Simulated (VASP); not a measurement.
Here is a VASP 6.6.1 calculation.

The input INCAR:

```
SYSTEM = ZrO2
PREC = Accurate ; ENCUT = 520
EDIFF = 1E-7 ; ISMEAR = -1
SIGMA = 0.02 ; LREAL = .False.
LASPH = .True. ; NELM = 120
ALGO = Normal ; ISIF = 2
LWAVE = .False. ; LCHARG = .False.
GGA = PE ; IBRION = 2
NSW = 80 ; EDIFFG = -0.02
GGA_COMPAT = .False. ; NELMIN = 4
```

The input KPOINTS:

```
Automatic mesh
0
Gamma
  8 8 6
  0 0 0
```

POSCAR

```
ZrO2
1.0
    3.5474980962      0.0000000000      0.0000000000
    0.0000000000      3.5474980962      0.0000000000
    0.0000000000      0.0000000000      5.1070319635
Zr O
2 4
Direct
    0.0000000000      0.0000000000      0.0000000000
    0.5000000000      0.5000000000      0.5000000000
    0.0000000000      0.5000000000      0.2011907693
    0.0000000000      0.5000000000      0.7011907693
    0.5000000000      0.0000000000      0.2988092307
    0.5000000000      0.0000000000      0.7988092307
```

Potentials or basis: VASP PAW PBE potentials, release 64 (Zr_sv, O).

Command:

```bash
$ cat potpaw_PBE.64/Zr_sv/POTCAR potpaw_PBE.64/O/POTCAR > POTCAR
$ mpirun -np 1 vasp_std > vasp.out
```

**Question.** Estimate the energy gained by relaxing.

**Answer.** 3.4 meV/atom.

**Question.** What does it give for the band gap on the k mesh?

**Answer.** 4.05 eV (least direct gap 4.20 eV).

Final structure:
```
CELL_PARAMETERS angstrom
3.54750 0.00000 0.00000
0.00000 3.54750 0.00000
0.00000 0.00000 5.10703
ATOMIC_POSITIONS crystal
Zr 0.00000 0.00000 0.00000
Zr 0.50000 0.50000 0.50000
O 0.00000 0.50000 0.20991
O 0.00000 0.50000 0.70991
O 0.50000 0.00000 0.29009
O 0.50000 0.00000 0.79009
```

A k mesh can miss the band edges.
